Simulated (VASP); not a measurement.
# Al3Cu2 (P-3m1) in VASP: a series of runs

Al3Cu2 is run at these levels: LDA; tasks: single point, relaxation of shape and atoms at fixed volume.

Program: VASP 6.6.1. These are calculated values, not measurements. Logs are shortened: lines on timing, memory, paths and dates and some standing lists are left out, and cuts for length are marked.

### 1 The cell of the first run

Symmetry: P-3m1, No. 164, trigonal system. The conventional cell has a = 4.058 Å, b = 4.058 Å, c = 4.935 Å, α = 90.00°, β = 90.00°, γ = 120.00°. Al (site symmetry -3m) has 6 Cu at 2.47 Å and 6 Al at 2.91 Å within 3.3 Å. Within 3.2 Å of Al (site symmetry 3m) lie 5 Cu at 2.42 to 2.53 Å and 6 Al at 2.77 to 2.91 Å. Cu (site symmetry 3m) has 8 Al at 2.42 to 2.53 Å and 3 Cu at 2.81 Å within 3.2 Å.

### 2 Single point, LDA

The input, INCAR:

```
  PREC = Accurate
  ENCUT = 520
  EDIFF = 1E-7
  ISMEAR = -1
  SIGMA = 0.15
  LREAL = F
  LASPH = T
  NELM = 100
  ALGO = Fast
  ISIF = 2
  LWAVE = F
  LCHARG = F
  GGA = CA
  NBANDS = 24
```

The input, KPOINTS:

```
Automatic mesh
0
Gamma
  12 12 8
```

The input, POSCAR:

```
Al3Cu2
1.0
    4.0581149370      0.0000000000      0.0000000000
   -2.0290574685      3.5144306270      0.0000000000
    0.0000000000      0.0000000000      4.9351643306
Al Cu
3 2
Direct
    0.0000000000      0.0000000000      0.0000000000
    0.3333333333      0.6666666667      0.3510826193
    0.6666666667      0.3333333333      0.6489173807
    0.3333333333      0.6666666667      0.8420196299
    0.6666666667      0.3333333333      0.1579803701
```

Potentials or basis: VASP PAW LDA potentials, release 64 (Al, Cu).

Command:

```sh
> cat potpaw_LDA.64/Al/POTCAR potpaw_LDA.64/Cu/POTCAR > POTCAR
> mpirun -np 1 vasp_std > vasp.out
```

OUTCAR:

```text
PREC = Accurate
   ENCUT = 520
   EDIFF = 1E-7
   ISMEAR = -1
   LREAL = F
   LASPH = T
   NELM = 100
   ISIF = 2
   GGA = CA

 ion  position               nearest neighbor table
   1  0.000  0.000  0.000-   4 2.47   5 2.47   5 2.47   4 2.47   5 2.47   4 2.47   2 2.91   3 2.91
                             2 2.91   3 2.91   3 2.91   2 2.91
   2  0.333  0.667  0.351-   4 2.42   4 2.51   5 2.53   5 2.53   5 2.53   3 2.77   3 2.77   3 2.77
                             1 2.91   1 2.91   1 2.91
   3  0.667  0.333  0.649-   5 2.42   5 2.51   4 2.53   4 2.53   4 2.53   2 2.77   2 2.77   2 2.77
                             1 2.91   1 2.91   1 2.91
   4  0.333  0.667  0.842-   2 2.42   1 2.47   1 2.47   1 2.47   2 2.51   3 2.53   3 2.53   3 2.53

   5  0.667  0.333  0.158-   3 2.42   1 2.47   1 2.47   1 2.47   3 2.51   2 2.53   2 2.53   2 2.53

  LATTYP: Found a hexagonal cell.
 ALAT       =     4.0581149370
 C/A-ratio  =     1.2161223640

  Lattice vectors:

 A1 = (   4.0581149370,   0.0000000000,   0.0000000000)
 A2 = (  -2.0290574685,   3.5144306270,   0.0000000000)
 A3 = (   0.0000000000,   0.0000000000,   4.9351643306)

Analysis of symmetry for initial positions (statically):
=====================================================================
 Subroutine PRICEL returns:
 Original cell was already a primitive cell.

 Routine SETGRP: Setting up the symmetry group for a
 hexagonal supercell.

 Subroutine GETGRP returns: Found 12 space group operations
 (whereof 12 operations were pure point group operations)
 out of a pool of 24 trial point group operations.

The static configuration has the point symmetry D_3d.

Analysis of symmetry for dynamics (positions and initial velocities):
=====================================================================
 Subroutine PRICEL returns:
 Original cell was already a primitive cell.

 Routine SETGRP: Setting up the symmetry group for a
 hexagonal supercell.

 Subroutine GETGRP returns: Found 12 space group operations
 (whereof 12 operations were pure point group operations)
 out of a pool of 24 trial point group operations.

The dynamic configuration has the point symmetry D_3d.

 Subroutine INISYM returns: Found 12 space group operations
 (whereof 12 operations are pure point group operations),
 and found     1 'primitive' translations

----------------------------------------------------------------------------------------

                                     Primitive cell

  volume of cell :      70.3851

  direct lattice vectors                    reciprocal lattice vectors
     4.058114937  0.000000000  0.000000000     0.246419832  0.142270556  0.000000000
    -2.029057469  3.514430627  0.000000000     0.000000000  0.284541112  0.000000000
     0.000000000  0.000000000  4.935164331     0.000000000  0.000000000  0.202627498

  length of vectors
     4.058114937  4.058114937  4.935164331     0.284541112  0.284541112  0.202627498

  position of ions in fractional coordinates (direct lattice)
     0.000000000  0.000000000  0.000000000
     0.333333333  0.666666667  0.351082619
     0.666666667  0.333333333  0.648917381
     0.333333333  0.666666667  0.842019630
     0.666666667  0.333333333  0.157980370

  ion indices of the primitive-cell ions
   primitive index   ion index
                 1           1
                 2           2
                 3           3
                 4           4
                 5           5

----------------------------------------------------------------------------------------

 KPOINTS: Automatic mesh

Automatic generation of k-mesh.
 Grid dimensions read from file:
 generate k-points for:   12   12    8

 Generating k-lattice:

  Cartesian coordinates                     Fractional coordinates (reciprocal lattice)
     0.020534986  0.011855880  0.000000000     0.083333333  0.000000000  0.000000000
     0.000000000  0.023711759  0.000000000     0.000000000  0.083333333  0.000000000
     0.000000000  0.000000000  0.025328437     0.000000000  0.000000000  0.125000000

  Length of vectors
     0.023711759  0.023711759  0.025328437

  Shift w.r.t. Gamma in fractional coordinates (k-lattice)
     0.000000000  0.000000000  0.000000000

 Subroutine IBZKPT returns following result:
 ===========================================

 Found    131 irreducible k-points:

 Following reciprocal coordinates:
            Coordinates               Weight
  0.000000  0.000000  0.000000      1.000000
  0.083333 -0.000000  0.000000      6.000000
  0.166667  0.000000  0.000000      6.000000
  0.250000 -0.000000  0.000000      6.000000
  0.333333  0.000000  0.000000      6.000000
  0.416667 -0.000000  0.000000      6.000000
[... 16 lines left out ...]
  0.166667  0.000000  0.125000      6.000000
  0.000000  0.166667  0.125000      6.000000
 [... further k-points ...]
   k-points           NKPTS =    131   k-points in BZ     NKDIM =    131   number of bands    NBANDS=     24
   number of dos      NEDOS =    301   number of ions     NIONS =      5
   total plane-waves  NPLWV =  36000
   dimension x,y,z NGX =    30 NGY =   30 NGZ =   40
   dimension x,y,z NGXF=    60 NGYF=   60 NGZF=   80
   ions per type =               3   2
   NGX,Y,Z   is equivalent  to a cutoff of  12.29, 12.29, 13.47 a.u.
   NGXF,Y,Z  is equivalent  to a cutoff of  24.58, 24.58, 26.95 a.u.
 SYSTEM =  unknown system
   PREC   = accura    normal or accurate (medium, high low for compatibility)
   ISTART =      0    job   : 0-new  1-cont  2-samecut
   ICHARG =      2    charge: 1-file 2-atom 10-const
   ISPIN  =      1    spin polarized calculation?
   LNONCOLLINEAR =      F non collinear calculations
   LSORBIT =      F    spin-orbit coupling
   LASPH  =      T    aspherical Exc in radial PAW
   ENCUT  =  520.0 eV  38.22 Ry    6.18 a.u.   7.55  7.55  9.18*2*pi/ulx,y,z
   NELM   =    100;   NELMIN=  2; NELMDL= -5     # of ELM steps
   EDIFF  = 0.1E-06   stopping-criterion for ELM
   LREAL  =      F    real-space projection
   EDIFFG = 0.1E-05   stopping-criterion for IOM
   NSW    =      0    number of steps for IOM
   IBRION =     -1    ionic relax: 0-MD 1-quasi-New 2-CG
   NFREE  =      0    steps in history (QN), initial steepest desc. (CG)
   ISIF   =      2    stress and relaxation
   ISYM   =      2    0-nonsym 1-usesym 2-fastsym
   POTIM  = 0.5000    time-step for ionic-motion
   TEBEG  =    0.0;   TEEND  =   0.0 temperature during run
   PSTRESS=    0.0 pullay stress
   NELECT =      31.0000    total number of electrons
   NUPDOWN=      -1.0000    fix difference up-down
   EMIN   =  10.00;   EMAX   =-10.00  energy-range for DOS
   EFERMI =   0.00;   METHOD = LEGACY
   ISMEAR =    -1;   SIGMA  =   0.15  broadening in eV -4-tet -1-fermi 0-gaus
   EFERMI_NEDOS =   21; number of points for ismear=-14 and -15
   IALGO  =     68    algorithm
   IMIX   =      4    mixing-type and parameters
     AMIX     =   0.40;   BMIX     =  1.00
     AMIX_MAG =   1.60;   BMIX_MAG =  1.00
  volume/ion in A,a.u.               =      14.08        95.00
  Fermi-wavevector in a.u.,A,eV,Ry     =   1.245571  2.353788 21.108713  1.551447
  Thomas-Fermi vector in A             =   2.379787
   LORBIT       =      0    0 simple, 1 ext, 2 COOP (PROOUT), +10 PAW based schemes
   GGA     = CA    functional components
   LHFCALC =     F    Hartree Fock is set to
   AEXX    =    0.0000 exact exchange contribution
   IVDW    =     0    specifies the selected vdW correction
   LEPSILON=     F    determine dielectric tensor
   LRPA    =     F    only Hartree local field effects (RPA)
 non-spin polarized calculation
 RMM-DIIS sequential band-by-band and
  energy-cutoff  :      520.00
  volume of cell :       70.39
 maximum number of plane-waves:      1920
   NGX = 15   NGY = 15   NGZ = 19

 number of electron      31.0000004 magnetization

 Free energy of the ion-electron system (eV)
  ---------------------------------------------------
  ext. energy  EPLUGINS =         0.00000000
  ---------------------------------------------------
  free energy    TOTEN  =       -22.95983064 eV

  energy without entropy =      -22.86786788  energy(sigma->0) =      -22.91384926

 E-fermi :   8.5187     XC(G=0): -11.3090

 val. band max:        8.5113195813   @ k =   0.1667   0.1667   0.2500
 cond. band min:       8.5417520814   @ k =   0.3333   0.0833   0.0000
 fundamental gap:      0.0304325001
 Fermi energy:         8.5187378913

 k-point     1 :       0.0000    0.0000    0.0000
  band No.  band energies     occupation
      1      -2.9293      2.00000
      2       1.9246      2.00000
      3       2.4903      2.00000
      4       2.9643      2.00000
      5       2.9643      2.00000
      6       3.3268      2.00000
[... 16 lines left out ...]
     23      14.4228      0.00000
     24      14.4228      0.00000

 k-point     2 :       0.0833   -0.0000    0.0000
  band No.  band energies     occupation
      1      -2.8453      2.00000
      2       1.9655      2.00000
      3       2.4740      2.00000
      4       2.9906      2.00000
      5       2.9930      2.00000
      6       3.3104      2.00000
[... 16 lines left out ...]
     23      14.1678      0.00000
     24      14.1816      0.00000

 k-point     3 :       0.1667    0.0000    0.0000
  band No.  band energies     occupation
      1      -2.5945      2.00000
      2       2.0717      2.00000
      3       2.4150      2.00000
      4       3.0577      2.00000
      5       3.0668      2.00000
      6       3.2672      2.00000
[... 16 lines left out ...]
     23      13.7951      0.00000
     24      14.1570      0.00000

 k-point     4 :       0.2500   -0.0000    0.0000
  band No.  band energies     occupation
      1      -2.1810      2.00000
      2       2.1722      2.00000
      3       2.2645      2.00000
      4       3.0326      2.00000
      5       3.1809      2.00000
      6       3.2802      2.00000
[... 16 lines left out ...]
     23      13.8747      0.00000
     24      14.2878      0.00000

 k-point     5 :       0.3333    0.0000    0.0000
  band No.  band energies     occupation
      1      -1.6137      2.00000
      2       1.7481      2.00000
      3       2.2428      2.00000
      4       2.9815      2.00000
      5       3.2971      2.00000
      6       3.3432      2.00000
[... 16 lines left out ...]
     23      14.6026      0.00000
     24      15.4007      0.00000

 k-point     6 :       0.4167   -0.0000    0.0000
  band No.  band energies     occupation
      1      -0.9156      2.00000
      2       0.9329      2.00000
      3       2.2294      2.00000
      4       3.0387      2.00000
      5       3.3567      2.00000
      6       3.3649      2.00000
[... 16 lines left out ...]
     23      15.9520      0.00000
     24      16.9111      0.00000
[... 379 lines left out ...]
 k-point    21 :       0.0833   -0.0000    0.1250
  band No.  band energies     occupation
      1      -2.7549      2.00000
      2       1.4464      2.00000
      3       2.6359      2.00000
      4       2.9752      2.00000
      5       2.9765      2.00000
      6       3.3144      2.00000
[... 16 lines left out ...]
     23      14.2513      0.00000
     24      14.4851      0.00000

 k-point    22 :       0.0000    0.0833    0.1250
  band No.  band energies     occupation
      1      -2.7548      2.00000
      2       1.4448      2.00000
      3       2.6361      2.00000
      4       2.9763      2.00000
      5       2.9776      2.00000
      6       3.3012      2.00000
[... 16 lines left out ...]
     23      14.0912      0.00000
     24      14.3068      0.00000

 k-point    23 :       0.1667    0.0000    0.1250
  band No.  band energies     occupation
      1      -2.5045      2.00000
      2       1.6128      2.00000
      3       2.5521      2.00000
      4       2.9781      2.00000
      5       3.0535      2.00000
      6       3.3147      2.00000
[... 16 lines left out ...]
     23      14.1276      0.00000
     24      14.7560      0.00000

 k-point    24 :       0.0000    0.1667    0.1250
  band No.  band energies     occupation
      1      -2.5041      2.00000
      2       1.5993      2.00000
      3       2.5371      2.00000
      4       3.0357      2.00000
      5       3.0508      2.00000
      6       3.2620      2.00000
[... 16 lines left out ...]
     23      14.1576      0.00000
     24      14.5455      0.00000

 [... further k-points ...]

------------------------ aborting loop because EDIFF is reached ----------------------------------------

  FORCE on cell =-STRESS in cart. coord.  units (eV):
  Direction    XX          YY          ZZ          XY          YZ          ZX
  --------------------------------------------------------------------------------------
  -------------------------------------------------------------------------------------
  Total        0.1529794      0.1529794      0.1763859      0.0000000     -0.0000000     -0.0000000
  in kB        3.4822716      3.4822716      4.0150743      0.0000000     -0.0000000     -0.0000000
  external PRESSURE =       3.6598725 kB  Pullay stress =       0.0000000 kB

 VOLUME and BASIS-vectors are now :
 -----------------------------------------------------------------------------
  energy-cutoff  :      520.00
  volume of cell :       70.39
      direct lattice vectors                 reciprocal lattice vectors
     4.058114937  0.000000000  0.000000000     0.246419832  0.142270556  0.000000000
    -2.029057469  3.514430627  0.000000000     0.000000000  0.284541112  0.000000000
     0.000000000  0.000000000  4.935164331     0.000000000  0.000000000  0.202627498

 POSITION                                       TOTAL-FORCE (eV/Angst)
 -----------------------------------------------------------------------------------
      0.00000      0.00000      0.00000        -0.000000      0.000000     -0.000000
     -0.00000      2.34295      1.73265         0.000000     -0.000000      0.005124
      2.02906      1.17148      3.20251        -0.000000      0.000000     -0.005124
     -0.00000      2.34295      4.15551        -0.000000      0.000000      0.003518
      2.02906      1.17148      0.77966         0.000000      0.000000     -0.003518
 -----------------------------------------------------------------------------------
    total drift:                                0.000000      0.000000     -0.000000

  FREE ENERGIE OF THE ION-ELECTRON SYSTEM (eV)
  ---------------------------------------------------
  free  energy   TOTEN  =       -22.9598306398 eV

  energy  without entropy=      -22.8678678751  energy(sigma->0) =      -22.91384926
```

It took 2.6 min on 1 thread of Intel Xeon 6975P-C (Granite Rapids), shared host; peak memory 0.3 GiB.

Results:

| Property | Result |
| --- | --- |
| Free energy | -22.9598 eV |
| Pressure | 0.4 GPa |
| Largest force | 0.005 eV/Å |

Forces on the atoms (eV/Å):
```
Al   0.000  0.000  0.000
Al   0.000  0.000  0.005
Al   0.000  0.000 -0.005
Cu   0.000  0.000  0.004
Cu   0.000  0.000 -0.004
```

### 3 Relaxation of shape and atoms at fixed volume, LDA (volume scaled by 1.02)

The input, INCAR:

```
ALGO     = Fast           # electronic algorithm
EDIFF    = 1E-7           # SCF threshold, eV
EDIFFG   = -0.001         # ionic threshold
ENCUT    = 600            # plane-wave cutoff, eV
IBRION   = 2              # ionic algorithm
ISIF     = 4              # what is computed and relaxed
ISMEAR   = -1             # smearing method
LASPH    = T              # aspherical terms in the spheres
LCHARG   = F              # write CHGCAR
LREAL    = F              # projectors in reciprocal space
LWAVE    = F              # write WAVECAR
NELM     = 100            # most SCF steps
NSW      = 80             # ionic steps
PREC     = Accurate       # precision mode
SIGMA    = 0.15           # smearing width, eV
```

The input, KPOINTS:

```
k-points
0
Gamma
  12 12 8
```

Edit POSCAR of step 2 so:

```diff
@@ -2,5 +2,5 @@
 1.0
-    4.0581149370      0.0000000000      0.0000000000
-   -2.0290574685      3.5144306270      0.0000000000
-    0.0000000000      0.0000000000      4.9351643306
+    4.0849906536      0.0000000000      0.0000000000
+   -2.0424953268      3.5377056803      0.0000000000
+    0.0000000000      0.0000000000      4.9678484906
 Al Cu
```

Potentials or basis: VASP PAW LDA potentials, release 64 (Al, Cu).

Command:

```sh
> cat potpaw_LDA.64/Al/POTCAR potpaw_LDA.64/Cu/POTCAR > POTCAR
> mpirun -np 1 vasp_std > vasp.out
```

Run time: 4 min. Hardware: 1 thread of Intel Xeon 6975P-C (Granite Rapids), shared host; peak memory 0.34 GiB.

Results (log left out):

| Item | Value |
| --- | --- |
| Free energy | -22.9539 eV |
| Energy gained by relaxing | 0.0 meV/atom |
| Ionic steps | 5 |
| Pressure after relaxing | -1.9 GPa |

Final structure:
```
Al Cu
1.0
     4.08501    0.00000    0.00000
    -2.04250    3.53772    0.00000
     0.00000    0.00000    4.96780
Al Cu
3 2
Direct
  0.00000 0.00000 0.00000
  0.33333 0.66667 0.35092
  0.66667 0.33333 0.64908
  0.33333 0.66667 0.84196
  0.66667 0.33333 0.15804
```

Levels at points of the mesh, in eV from the Fermi level:
```csv
k point,band 11,band 12,band 13,band 14,band 15,band 16,band 17,band 18,band 19
"(0.00, 0.00, 0.00)",-4.19,-3.70,-3.65,-0.17,-0.17,1.38,1.38,2.50,2.88
"(0.50, 0.00, 0.00)",-4.34,-4.15,-3.03,-2.96,-2.56,-0.74,-0.08,0.41,3.08
"(0.00, 0.00, 0.50)",-4.23,-4.23,1.23,1.23,1.36,1.36,1.85,2.45,2.47
"(0.50, 0.00, 0.50)",-4.36,-4.26,-4.18,-3.56,-1.74,-0.14,0.77,0.95,5.17
```

### 4 Single point, LDA

The input, INCAR:

```
PREC = Accurate
ENCUT = 520
EDIFF = 1E-6
ISMEAR = -1
SIGMA = 0.15
LREAL = F
LASPH = T
NELM = 60
ALGO = Fast
ISIF = 2
LWAVE = F
LCHARG = T
LELF = T
LVHAR = T
NBANDS = 24
```

The input, KPOINTS:

```
Automatic mesh
0
Gamma
  12 12 8
```

The input, POSCAR:

```
Al3Cu2
1.0
    4.0581149413      0.0000000000      0.0000000000
   -2.0290574707      3.5144306307      0.0000000000
    0.0000000000      0.0000000000      4.9351643240
Al Cu
3 2
Direct
    0.0000000000      0.0000000000      0.0000000000
    0.3333333333      0.6666666667      0.3510826190
    0.6666666667      0.3333333333      0.6489173810
    0.3333333333      0.6666666667      0.8420196298
    0.6666666667      0.3333333333      0.1579803702
```

Command:

```sh
> cat potpaw_LDA.64/Al/POTCAR potpaw_LDA.64/Cu/POTCAR > POTCAR
> mpirun -np 1 vasp_std > vasp.out
```

Wall time 4.1 min (1 thread of Intel Xeon Platinum 8375C at 2.90GHz (Ice Lake), shared host); peak memory 0.29 GiB.

The run converged. Its results:

```
Free energy   : -22.9598 eV
Pressure      : 0.7 GPa
Largest force : 0.005 eV/Å
```

Forces in eV/Å, atoms in the order of the input:
```
Al   0.000  0.000  0.000
Al   0.000  0.000  0.005
Al   0.000  0.000 -0.005
Cu   0.000  0.000  0.004
Cu   0.000  0.000 -0.004
```

Levels at points of the mesh, in eV from the Fermi level:
```tsv
k point	band 12	band 13	band 14	band 15	band 16	band 17	band 18	band 19
(0.00, 0.00, 0.00)	-3.77	-3.72	-0.19	-0.19	1.38	1.38	2.61	2.96
(0.50, 0.00, 0.00)	-4.23	-3.10	-3.02	-2.61	-0.74	-0.03	0.40	3.10
(0.00, 0.00, 0.50)	-4.31	1.23	1.23	1.34	1.34	1.83	2.50	2.50
(0.50, 0.00, 0.50)	-4.35	-4.26	-3.62	-1.79	-0.15	0.78	1.00	5.22
```
